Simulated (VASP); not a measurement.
# BeS (F-43m) in VASP: settings compared

The runs below take BeS through single point, with PBE-based screened hybrid with 20 % exact exchange, PBE-based screened hybrid with 100 % exact exchange, PBE-based screened hybrid with 10 % exact exchange, HSE06.

Everything below comes from runs of VASP 6.6.1. Logs are shortened: lines on timing, memory, paths and dates and some standing lists are left out, and cuts for length are marked.

## Step 1: The cell of the first run

Symmetry: F-43m, No. 216, cubic system. The conventional cell has a = 4.869 Å, b = 4.869 Å, c = 4.869 Å, α = 90.00°, β = 90.00°, γ = 90.00°. Within 2.8 Å of Be (site symmetry -43m) lie 4 S at 2.11 Å. Within 2.8 Å of S (site symmetry -43m) lie 4 Be at 2.11 Å.

## Step 2: Single point, PBE-based screened hybrid with 20 % exact exchange

POSCAR

```
BeS
1.0
    0.0000000000      2.4343062304      2.4343062304
    2.4343062304      0.0000000000      2.4343062304
    2.4343062304      2.4343062304      0.0000000000
Be S
1 1
Direct
    0.0000000000      0.0000000000      0.0000000000
    0.2500000000      0.2500000000      0.2500000000
```

INCAR.step1

```
SYSTEM = BeS
PREC = Accurate
ENCUT = 520
EDIFF = 1E-5
ISMEAR = 0
SIGMA = 0.01
LREAL = .False.
LASPH = .True.
NELM = 60
ALGO = Normal
ISIF = 2
LWAVE = .True.
LCHARG = .False.
NBANDS = 11
GGA = PE
```

INCAR.step2

```
SYSTEM = BeS
PREC = Accurate
ENCUT = 520
EDIFF = 1E-7
ISMEAR = 0
SIGMA = 0.01
LREAL = .False.
LASPH = .True.
NELM = 60
ALGO = Normal
ISIF = 2
LWAVE = .False.
LCHARG = .False.
GGA = PE
LHFCALC = .True.
AEXX = 0.2
HFSCREEN = 0.5
PRECFOCK = Normal
NBANDS = 11
ISTART = 1
```

KPOINTS

```
regular mesh
0
Gamma
  4 4 4
  0 0 0
```

Potentials or basis: VASP PAW PBE potentials, release 64 (Be, S).

Command:

```bash
> cat potpaw_PBE.64/Be/POTCAR potpaw_PBE.64/S/POTCAR > POTCAR
> cp INCAR.step1 INCAR
> mpirun -np 1 vasp_std > vasp.out
> cp INCAR.step2 INCAR
> mpirun -np 1 vasp_std > vasp.out
```

OUTCAR:

```text
SYSTEM = BeS
   PREC = Accurate
   ENCUT = 520
   EDIFF = 1E-7
   ISMEAR = 0
   LREAL = .False.
   LASPH = .True.
   NELM = 60
   ISIF = 2
   GGA = PE
   LHFCALC = .True.
   AEXX = 0.2
   HFSCREEN = 0.5
   PRECFOCK = Normal
   ISTART = 1

 ion  position               nearest neighbor table
   1  0.000  0.000  0.000-   2 2.11   2 2.11   2 2.11   2 2.11
   2  0.250  0.250  0.250-   1 2.11   1 2.11   1 2.11   1 2.11

  LATTYP: Found a face centered cubic cell.
 ALAT       =     4.8686124608

  Lattice vectors:

 A1 = (   0.0000000000,   2.4343062304,   2.4343062304)
 A2 = (   2.4343062304,   0.0000000000,   2.4343062304)
 A3 = (   2.4343062304,   2.4343062304,   0.0000000000)

Analysis of symmetry for initial positions (statically):
=====================================================================
 Subroutine PRICEL returns:
 Original cell was already a primitive cell.

 Routine SETGRP: Setting up the symmetry group for a
 face centered cubic supercell.

 Subroutine GETGRP returns: Found 24 space group operations
 (whereof 24 operations were pure point group operations)
 out of a pool of 48 trial point group operations.

The static configuration has the point symmetry T_d .

Analysis of symmetry for dynamics (positions and initial velocities):
=====================================================================
 Subroutine PRICEL returns:
 Original cell was already a primitive cell.

 Routine SETGRP: Setting up the symmetry group for a
 face centered cubic supercell.

 Subroutine GETGRP returns: Found 24 space group operations
 (whereof 24 operations were pure point group operations)
 out of a pool of 48 trial point group operations.

The dynamic configuration has the point symmetry T_d .

 Subroutine INISYM returns: Found 24 space group operations
 (whereof 24 operations are pure point group operations),
 and found     1 'primitive' translations

----------------------------------------------------------------------------------------

                                     Primitive cell

  volume of cell :      28.8507

  direct lattice vectors                    reciprocal lattice vectors
     0.000000000  2.434306230  2.434306230    -0.205397330  0.205397330  0.205397330
     2.434306230  0.000000000  2.434306230     0.205397330 -0.205397330  0.205397330
     2.434306230  2.434306230  0.000000000     0.205397330  0.205397330 -0.205397330

  length of vectors
     3.442628886  3.442628886  3.442628886     0.355758611  0.355758611  0.355758611

  position of ions in fractional coordinates (direct lattice)
     0.000000000  0.000000000  0.000000000
     0.250000000  0.250000000  0.250000000

  ion indices of the primitive-cell ions
   primitive index   ion index
                 1           1
                 2           2

----------------------------------------------------------------------------------------

 KPOINTS: regular mesh

Automatic generation of k-mesh.
 Grid dimensions read from file:
 generate k-points for:    4    4    4

 Generating k-lattice:

  Cartesian coordinates                     Fractional coordinates (reciprocal lattice)
    -0.051349332  0.051349332  0.051349332     0.250000000  0.000000000  0.000000000
     0.051349332 -0.051349332  0.051349332     0.000000000  0.250000000  0.000000000
     0.051349332  0.051349332 -0.051349332     0.000000000  0.000000000  0.250000000

  Length of vectors
     0.088939653  0.088939653  0.088939653

  Shift w.r.t. Gamma in fractional coordinates (k-lattice)
     0.000000000  0.000000000  0.000000000

 Subroutine IBZKPT returns following result:
 ===========================================

 Found      8 irreducible k-points:

 Following reciprocal coordinates:
            Coordinates               Weight
  0.000000  0.000000  0.000000      1.000000
  0.250000  0.000000  0.000000      8.000000
  0.500000  0.000000  0.000000      4.000000
  0.250000  0.250000  0.000000      6.000000
  0.500000  0.250000  0.000000     24.000000
 -0.250000  0.250000  0.000000     12.000000
  0.500000  0.500000  0.000000      3.000000
 -0.250000  0.500000  0.250000      6.000000
   k-points           NKPTS =      8   k-points in BZ     NKDIM =     64   number of bands    NBANDS=     11
   number of dos      NEDOS =    301   number of ions     NIONS =      2
   total plane-waves  NPLWV =  21952
   dimension x,y,z NGX =    28 NGY =   28 NGZ =   28
   dimension x,y,z NGXF=    56 NGYF=   56 NGZF=   56
   ions per type =               1   1
   NGX,Y,Z   is equivalent  to a cutoff of  13.52, 13.52, 13.52 a.u.
   NGXF,Y,Z  is equivalent  to a cutoff of  27.04, 27.04, 27.04 a.u.
 SYSTEM =  BeS
   PREC   = accura    normal or accurate (medium, high low for compatibility)
   ISTART =      1    job   : 0-new  1-cont  2-samecut
   ICHARG =      0    charge: 1-file 2-atom 10-const
   ISPIN  =      1    spin polarized calculation?
   LNONCOLLINEAR =      F non collinear calculations
   LSORBIT =      F    spin-orbit coupling
   LASPH  =      T    aspherical Exc in radial PAW
   ENCUT  =  520.0 eV  38.22 Ry    6.18 a.u.   6.40  6.40  6.40*2*pi/ulx,y,z
   NELM   =     60;   NELMIN=  2; NELMDL=  0     # of ELM steps
   EDIFF  = 0.1E-06   stopping-criterion for ELM
   LREAL  =      F    real-space projection
   EDIFFG = 0.1E-05   stopping-criterion for IOM
   NSW    =      0    number of steps for IOM
   IBRION =     -1    ionic relax: 0-MD 1-quasi-New 2-CG
   NFREE  =      0    steps in history (QN), initial steepest desc. (CG)
   ISIF   =      2    stress and relaxation
   ISYM   =      3    0-nonsym 1-usesym 2-fastsym
   POTIM  = 0.5000    time-step for ionic-motion
   TEBEG  =    0.0;   TEEND  =   0.0 temperature during run
   PSTRESS=    0.0 pullay stress
   NELECT =       8.0000    total number of electrons
   NUPDOWN=      -1.0000    fix difference up-down
   EMIN   =  10.00;   EMAX   =-10.00  energy-range for DOS
   EFERMI =   0.00;   METHOD = LEGACY
   ISMEAR =     0;   SIGMA  =   0.01  broadening in eV -4-tet -1-fermi 0-gaus
   EFERMI_NEDOS =   21; number of points for ismear=-14 and -15
   IALGO  =     38    algorithm
   IMIX   =      1    mixing-type and parameters
     AMIX     =   0.40;   BMIX     =  1.00
     AMIX_MAG =   1.60;   BMIX_MAG =  1.00
  volume/ion in A,a.u.               =      14.43        97.35
  Fermi-wavevector in a.u.,A,eV,Ry     =   1.067545  2.017368 15.505918  1.139653
  Thomas-Fermi vector in A             =   2.203165
   LORBIT       =      0    0 simple, 1 ext, 2 COOP (PROOUT), +10 PAW based schemes
   GGA     = PE    functional components
   LHFCALC =     T    Hartree Fock is set to
   PRECFOCK=normal    Normal, Fast or Accurate (Low or Medium for compatibility)
   ENCUT4O =  -1.0   cutoff for four orbital integrals eV
   NKREDX  =     1    reduce k-point grid by
   NKREDY  =     1    reduce k-point grid by
   NKREDZ  =     1    reduce k-point grid by
   AEXX    =    0.2000 exact exchange contribution
   HFSCREEN=    0.5000 screening length (either q_TF or 0.3 A-1)
   HFSCREENC=   0.5000 screening length for correlation (either q_TF or 0.3 A-1)
   ENCUTFOCK=  -1.0 apply spherical cutoff to Coloumb kernel
   IVDW    =     0    specifies the selected vdW correction
   LEPSILON=     F    determine dielectric tensor
   LRPA    =     F    only Hartree local field effects (RPA)
 non-spin polarized calculation
 Gauss-broadening in eV      SIGMA  =   0.01
  energy-cutoff  :      520.00
  volume of cell :       28.85
 maximum number of plane-waves:       784
 NGX is ok and might be reduce to    28
  NGX = 20; NGY = 20; NGZ = 20

 number of electron       7.9999999 magnetization

 Free energy of the ion-electron system (eV)
  ---------------------------------------------------
  ext. energy  EPLUGINS =         0.00000000
  ---------------------------------------------------
  free energy    TOTEN  =       -10.57668204 eV

  energy without entropy =      -10.57668204  energy(sigma->0) =      -10.57668204

 E-fermi :   3.8583     XC(G=0):  -8.6954

 val. band max:        3.7970085976   @ k =   0.0000   0.0000   0.0000
 cond. band min:       7.2868807112   @ k =   0.5000   0.5000   0.0000
 fundamental gap:      3.4898721135
 Fermi energy:         3.8582922132

 k-point     1 :       0.0000    0.0000    0.0000
  band No.  band energies     occupation
      1     -10.6468      2.00000
      2       3.7970      2.00000
      3       3.7970      2.00000
      4       3.7970      2.00000
      5       9.9542      0.00000
      6       9.9542      0.00000
      7       9.9542      0.00000
      8      10.0825      0.00000
      9      17.2036      0.00000
     10      17.2036      0.00000
     11      19.1740      0.00000

 k-point     2 :       0.2500    0.0000    0.0000
  band No.  band energies     occupation
      1      -9.9506      2.00000
      2       0.4016      2.00000
      3       3.1903      2.00000
      4       3.1903      2.00000
      5       9.7780      0.00000
      6      10.8705      0.00000
      7      10.8705      0.00000
      8      13.5789      0.00000
      9      16.2396      0.00000
     10      16.2396      0.00000
     11      18.5778      0.00000

 k-point     3 :       0.5000    0.0000    0.0000
  band No.  band energies     occupation
      1      -8.9733      2.00000
      2      -2.1691      2.00000
      3       2.7385      2.00000
      4       2.7385      2.00000
      5       9.6788      0.00000
      6      10.8482      0.00000
      7      10.8482      0.00000
      8      15.5268      0.00000
      9      19.4087      0.00000
     10      19.4087      0.00000
     11      19.5821      0.00000
[... 43 lines left out ...]
 k-point     7 :       0.5000    0.5000    0.0000
  band No.  band energies     occupation
      1      -8.4063      2.00000
      2      -1.4058      2.00000
      3       1.0892      2.00000
      4       1.0892      2.00000
      5       7.2869      0.00000
      6       9.1121      0.00000
      7      17.2784      0.00000
      8      17.2784      0.00000
      9      19.9861      0.00000
     10      20.8949      0.00000
     11      21.3502      0.00000

 k-point     8 :      -0.2500    0.5000    0.2500
  band No.  band energies     occupation
      1      -8.3531      2.00000
      2      -0.6302      2.00000
      3      -0.1566      2.00000
      4       0.3973      2.00000
      5      10.6851      0.00000
      6      12.3913      0.00000
      7      12.7720      0.00000
      8      13.1860      0.00000
      9      18.8746      0.00000
     10      18.8808      0.00000
     11      21.6166      0.00000

------------------------ aborting loop because EDIFF is reached ----------------------------------------

  FORCE on cell =-STRESS in cart. coord.  units (eV):
  Direction    XX          YY          ZZ          XY          YZ          ZX
  --------------------------------------------------------------------------------------
  -------------------------------------------------------------------------------------
  Total        0.0155185      0.0155185      0.0155185     -0.0000000      0.0000000      0.0000000
  in kB        0.8617943      0.8617943      0.8617943     -0.0000000      0.0000000      0.0000000
  external PRESSURE =       0.8617943 kB  Pullay stress =       0.0000000 kB

 VOLUME and BASIS-vectors are now :
 -----------------------------------------------------------------------------
  energy-cutoff  :      520.00
  volume of cell :       28.85
      direct lattice vectors                 reciprocal lattice vectors
     0.000000000  2.434306230  2.434306230    -0.205397330  0.205397330  0.205397330
     2.434306230  0.000000000  2.434306230     0.205397330 -0.205397330  0.205397330
     2.434306230  2.434306230  0.000000000     0.205397330  0.205397330 -0.205397330

 POSITION                                       TOTAL-FORCE (eV/Angst)
 -----------------------------------------------------------------------------------
      0.00000      0.00000      0.00000         0.000000      0.000000      0.000000
      1.21715      1.21715      1.21715        -0.000000     -0.000000     -0.000000
 -----------------------------------------------------------------------------------
    total drift:                               -0.000000      0.000000      0.000000

  FREE ENERGIE OF THE ION-ELECTRON SYSTEM (eV)
  ---------------------------------------------------
  free  energy   TOTEN  =       -10.5766820353 eV

  energy  without entropy=      -10.5766820353  energy(sigma->0) =      -10.57668204
```

Run time: 2 min. Hardware: 1 thread of Intel Xeon 8259CL, shared host; peak memory 0.25 GiB.

What came out:

| Item | Value |
| --- | --- |
| Free energy | -10.5767 eV |
| Pressure | 0.1 GPa |
| Band gap on the k mesh | 3.49 eV (least direct gap 6.16 eV) |

Levels at points of the mesh, in eV from the valence-band top:
```
           k point  band 1  band 2  band 3  band 4  band 5  band 6  band 7  band 8  band 9
(0.00, 0.00, 0.00)  -14.44    0.00    0.00    0.00    6.16    6.16    6.16    6.29   13.41
(0.50, 0.00, 0.00)  -12.77   -5.97   -1.06   -1.06    5.88    7.05    7.05   11.73   15.61
(0.50, 0.50, 0.00)  -12.20   -5.20   -2.71   -2.71    3.49    5.32   13.48   13.48   16.19
```

Caveat: the k points lie up to 0.56 Å⁻¹ apart; the PAW data sets were made with another functional, which shifts forces and pressure a little. A k mesh can miss the band edges.

## Step 3: Single point, PBE-based screened hybrid with 100 % exact exchange

POSCAR is that of step 2.

INCAR.step1

```
ALGO = Normal
EDIFF = 1E-5
ENCUT = 520
GGA = PE
ISIF = 2
ISMEAR = 0
LASPH = T
LCHARG = F
LREAL = F
LWAVE = T
NBANDS = 11
NELM = 100
PREC = Accurate
SIGMA = 0.01
```

INCAR.step2

```
AEXX = 1.0
AGGAC = 1.0
ALDAC = 1.0
ALGO = Normal
EDIFF = 1E-6
ENCUT = 520
GGA = PE
HFSCREEN = 0.1
ISIF = 2
ISMEAR = 0
ISTART = 1
LASPH = T
LCHARG = F
LHFCALC = T
LREAL = F
LWAVE = F
NBANDS = 11
NELM = 100
PREC = Accurate
PRECFOCK = Normal
SIGMA = 0.01
```

KPOINTS

```
k-points
0
Gamma
  4 4 4
```

Potentials or basis: VASP PAW PBE potentials, release 64 (Be, S).

Command:

```bash
> cat potpaw_PBE.64/Be/POTCAR potpaw_PBE.64/S/POTCAR > POTCAR
> cp INCAR.step1 INCAR
> mpirun -np 1 vasp_std > vasp.out
> cp INCAR.step2 INCAR
> mpirun -np 1 vasp_std > vasp.out
```

Run time: 2.9 min. Hardware: 1 thread of Intel Xeon 8259CL, shared host; peak memory 0.25 GiB.

It converged, with:

- Free energy: -17.0068 eV
- Pressure: -5.7 GPa
- Band gap on the k mesh: 8.62 eV (least direct gap 12.11 eV)

Levels at points of the mesh, in eV from the valence-band top:
```csv
k point,band 1,band 2,band 3,band 4,band 5,band 6,band 7,band 8
"(0.00, 0.00, 0.00)",-19.06,0.00,0.00,0.00,12.23,12.23,12.23,12.25
"(0.50, 0.00, 0.00)",-16.82,-7.87,-1.34,-1.34,11.71,13.13,13.13,18.04
"(0.50, 0.50, 0.00)",-16.05,-6.94,-3.48,-3.48,8.62,10.83,21.37,21.37
```

Caveat: the k points lie up to 0.56 Å⁻¹ apart; the PAW data sets were made with another functional, which shifts forces and pressure a little. A k mesh can miss the band edges.

## Step 4: Single point, PBE-based screened hybrid with 10 % exact exchange

POSCAR is that of step 3.

INCAR.step1

```
SYSTEM = BeS
ALGO = Normal ; EDIFF = 1E-5
ENCUT = 520 ; GGA = PE
ISIF = 2 ; ISMEAR = 0
LASPH = .True. ; LREAL = .False.
LWAVE = .True. ; NBANDS = 11
NELM = 80 ; PREC = Accurate
SIGMA = 0.01
```

INCAR.step2

```
SYSTEM = BeS
AEXX = 0.1 ; ALGO = Normal
EDIFF = 1E-7 ; ENCUT = 520
GGA = PE ; HFSCREEN = 0.3
ISIF = 2 ; ISMEAR = 0
ISTART = 1 ; LASPH = .True.
LCHARG = .True. ; LELF = .True.
LHFCALC = .True. ; LREAL = .False.
LVHAR = .True. ; LWAVE = .False.
NBANDS = 11 ; NELM = 80
PREC = Accurate ; PRECFOCK = Normal
SIGMA = 0.01
```

KPOINTS

```
k-points
0
Gamma
  4 4 4
  0 0 0
```

Command:

```bash
> cat potpaw_PBE.64/Be/POTCAR potpaw_PBE.64/S/POTCAR > POTCAR
> cp INCAR.step1 INCAR
> mpirun -np 1 vasp_std > vasp.out
> cp INCAR.step2 INCAR
> mpirun -np 1 vasp_std > vasp.out
```

It took 2.1 min on 1 thread of Intel Xeon 8259CL, shared host; peak memory 0.25 GiB.

Results (log left out):

| Item | Value |
| --- | --- |
| Free energy | -10.4209 eV |
| Pressure | 0.4 GPa |
| Band gap on the k mesh | 3.42 eV (least direct gap 6.05 eV) |

Levels at points of the mesh, in eV from the valence-band top:
| k point | band 1 | band 2 | band 3 | band 4 | band 5 | band 6 | band 7 | band 8 |
| --- | --- | --- | --- | --- | --- | --- | --- | --- |
| (0.00, 0.00, 0.00) | -14.14 | 0.00 | 0.00 | 0.00 | 6.05 | 6.05 | 6.05 | 6.17 |
| (0.50, 0.00, 0.00) | -12.49 | -5.91 | -1.05 | -1.05 | 5.79 | 6.94 | 6.94 | 11.59 |
| (0.50, 0.50, 0.00) | -11.94 | -5.15 | -2.69 | -2.69 | 3.42 | 5.24 | 13.27 | 13.27 |

Caveat: the k points lie up to 0.56 Å⁻¹ apart; the PAW data sets were made with another functional, which shifts forces and pressure a little. A k mesh can miss the band edges.

## Step 5: Single point, HSE06

POSCAR is that of step 4.

INCAR.step1

```
PREC = Accurate
ENCUT = 520
EDIFF = 1E-5
ISMEAR = 1
SIGMA = 0.05
LREAL = False
LASPH = True
NELM = 100
ALGO = Normal
ISIF = 2
LWAVE = True
NBANDS = 11
GGA = PE
```

INCAR.step2

```
PREC = Accurate
ENCUT = 520
EDIFF = 1E-7
ISMEAR = 1
SIGMA = 0.05
LREAL = False
LASPH = True
NELM = 100
ALGO = Normal
ISIF = 2
LWAVE = False
LCHARG = True
GGA = PE
LHFCALC = True
HFSCREEN = 0.2079
PRECFOCK = Normal
LELF = True
LVHAR = True
NBANDS = 11
ISTART = 1
```

KPOINTS

```
regular mesh
0
Gamma
  4 4 4
```

Command:

```bash
> cat potpaw_PBE.64/Be/POTCAR potpaw_PBE.64/S/POTCAR > POTCAR
> cp INCAR.step1 INCAR
> mpirun -np 1 vasp_std > vasp.out
> cp INCAR.step2 INCAR
> mpirun -np 1 vasp_std > vasp.out
```

Run time: 2.5 min. Hardware: 1 thread of Intel Xeon 8259CL, shared host; peak memory 0.25 GiB.

Results (log left out):

| Property | Result |
| --- | --- |
| Free energy | -11.3448 eV |
| Pressure | -0.6 GPa |
| Band gap on the k mesh | 4.08 eV (least direct gap 6.87 eV) |

Levels at points of the mesh, in eV from the valence-band top:
```csv
k point,band 1,band 2,band 3,band 4,band 5,band 6,band 7,band 8,band 9
"(0.00, 0.00, 0.00)",-14.99,0.00,0.00,0.00,6.87,6.87,6.87,6.98,14.25
"(0.50, 0.00, 0.00)",-13.24,-6.27,-1.11,-1.11,6.58,7.78,7.78,12.50,16.53
"(0.50, 0.50, 0.00)",-12.65,-5.47,-2.83,-2.83,4.09,5.98,14.43,14.43,17.10
```

Caveat: the k points lie up to 0.56 Å⁻¹ apart; the PAW data sets were made with another functional, which shifts forces and pressure a little. A k mesh can miss the band edges.

## Step 6: Overview

```csv
level,smearing,share of exact exchange,screening parameter,gap on the mesh (eV),pressure (GPa)
PBE-based screened hybrid with 20 % exact exchange,gaussian 0.01 eV,0.2,0.5 1/Å,3.49,0.1
PBE-based screened hybrid with 100 % exact exchange,gaussian 0.01 eV,1,0.1 1/Å,8.62,-5.7
PBE-based screened hybrid with 10 % exact exchange,gaussian 0.01 eV,0.1,0.3 1/Å,3.42,0.4
HSE06,methfessel-paxton 0.05 eV,0.25,0.2079 1/Å,4.08,-0.6
```

Alike in all rows: task single point; potentials or basis VASP PAW PBE potentials, release 64 (Be, S); no spin polarisation; cell as given; k mesh 4 × 4 × 4; cutoff (eV) 520.

Caveats: all runs use coarse meshes; the PAW data sets were made with another functional, which shifts forces and pressure a little.

Absolute energies hang on the potentials; compare differences alone.
